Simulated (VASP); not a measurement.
P:

```
P
1.0
     4.82830   -0.02827   -0.00818
    -0.02827    4.84323   -0.07163
    -0.00818   -0.07163    4.75533
P
8
Direct
  0.29215 0.29675 0.26030
  0.24463 0.21496 0.72244
  0.22617 0.76498 0.23698
  0.18347 0.74046 0.76384
  0.76214 0.24122 0.21868
  0.74055 0.25243 0.73931
  0.74834 0.74510 0.30044
  0.80255 0.74411 0.75802
```

```yaml
Program: VASP 6.6.1
Task: relaxation of cell and atoms
Functional: PBE
Potentials_or_basis: VASP PAW PBE potentials, release 64 (P)
Cutoff: 600 eV
k_mesh: 4 × 4 × 4
Occupations: gaussian, width 0.2 eV
Spin: no spin polarisation
```

At the start: pressure 17.6 GPa; volume 13.90 Å³/atom.

Where does the relaxation end?

Over 28 steps the energy falls by 335.0 meV/atom and the volume is 16.39 Å³/atom (+17.9 %); space group P1 (No. 1, to 0.1 Å) before, R-3m (No. 166, to 0.1 Å).

The path:
| step | energy change (eV) | largest force (eV/Å) | pressure (GPa) | volume (Å³) |
| --- | --- | --- | --- | --- |
| 1 | 0.0000 | 9.0700 | 17.62 | 111.17 |
| 2 | -1.1495 | 1.1960 | -8.11 | 137.28 |
| 3 | -1.2749 | 1.1764 | -7.47 | 134.34 |
| 4 | -1.3755 | 1.1030 | -6.76 | 131.92 |
| 5 | -1.7401 | 0.9387 | -0.52 | 121.30 |
| 6 | -1.7249 | 1.0615 | 1.92 | 119.02 |
| 7 | -1.7433 | 0.9719 | 0.11 | 120.65 |
| 8 | -1.9825 | 0.6715 | -0.92 | 121.59 |
| 9 | -2.0370 | 0.7284 | -1.19 | 122.21 |
| 10 | -2.2305 | 0.5099 | 1.14 | 120.87 |
| 11 | -2.2985 | 0.5820 | 3.89 | 119.60 |
| 12 | -2.4293 | 0.6015 | 2.01 | 123.72 |
| 13 | -2.4527 | 0.6149 | 1.07 | 126.10 |
| 14 | -2.5257 | 0.4412 | -0.36 | 128.61 |
| 15 | -2.5452 | 0.4488 | -1.51 | 131.00 |
| 16 | -2.5918 | 0.2854 | -0.61 | 130.88 |
| 17 | -2.6009 | 0.3744 | 0.01 | 130.81 |
| 18 | -2.6284 | 0.2649 | 0.05 | 130.79 |
| 19 | -2.6379 | 0.1811 | 0.17 | 130.76 |
| 20 | -2.6569 | 0.1442 | -0.06 | 131.05 |
| 21 | -2.6631 | 0.2574 | -0.47 | 131.60 |
| 22 | -2.6665 | 0.1875 | -0.33 | 131.38 |
| 23 | -2.6746 | 0.0936 | 0.29 | 130.81 |
| 24 | -2.6747 | 0.1043 | 0.36 | 130.74 |
| 25 | -2.6789 | 0.0572 | -0.04 | 131.29 |
| 26 | -2.6790 | 0.0534 | -0.12 | 131.39 |
| 27 | -2.6796 | 0.0302 | -0.05 | 131.19 |
| 28 | -2.6796 | 0.0240 | -0.02 | 131.12 |

Final structure:
```yaml
crystal:
  lattice:
    - [5.08609, 0.15906, 0.16433]
    - [0.16454, 5.08260, 0.16126]
    - [0.17090, 0.16331, 5.08788]
  atoms:
    - { symbol: P, position: [0.27254, 0.27291, 0.27297] }
    - { symbol: P, position: [0.22695, 0.22755, 0.72758] }
    - { symbol: P, position: [0.22724, 0.72756, 0.22730] }
    - { symbol: P, position: [0.27330, 0.77266, 0.77287] }
    - { symbol: P, position: [0.72739, 0.22681, 0.22710] }
    - { symbol: P, position: [0.77249, 0.27269, 0.77260] }
    - { symbol: P, position: [0.77248, 0.77233, 0.27247] }
    - { symbol: P, position: [0.72761, 0.72749, 0.72711] }
```

Caveat: the volume moved by over 15 % at a fixed basis, so the end points are rough.
